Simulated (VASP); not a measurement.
Here is a VASP 6.6.1 calculation.

Contents of INCAR:

```
SYSTEM = Rb
PREC = Accurate
ENCUT = 520
EDIFF = 1E-6
ISMEAR = -1
SIGMA = 0.1
LREAL = .FALSE.
LASPH = .TRUE.
NELM = 80
ALGO = Normal
ISIF = 2
LWAVE = .FALSE.
LCHARG = .FALSE.
GGA = PE
NBANDS = 10
```

File KPOINTS:

```
Automatic mesh
0
G
  10 10 10
  0 0 0
```

The input POSCAR:

```
Rb
1.0
   -2.8359004032      2.8359004032      2.8359004032
    2.8359004032     -2.8359004032      2.8359004032
    2.8359004032      2.8359004032     -2.8359004032
Rb
1
Direct
    0.0000000000      0.0000000000      0.0000000000
```

Potentials or basis: VASP PAW PBE potentials, release 64 (Rb_sv).

Launch:

```bash
$ cat potpaw_PBE.64/Rb_sv/POTCAR > POTCAR
$ mpirun -np 1 vasp_std > vasp.out
```

Q: Estimate the pressure.

A: 0.0 GPa.

Q: Estimate the band gap on the k mesh.

A: Zero (an odd number of electrons rules out a gap without spin polarisation).
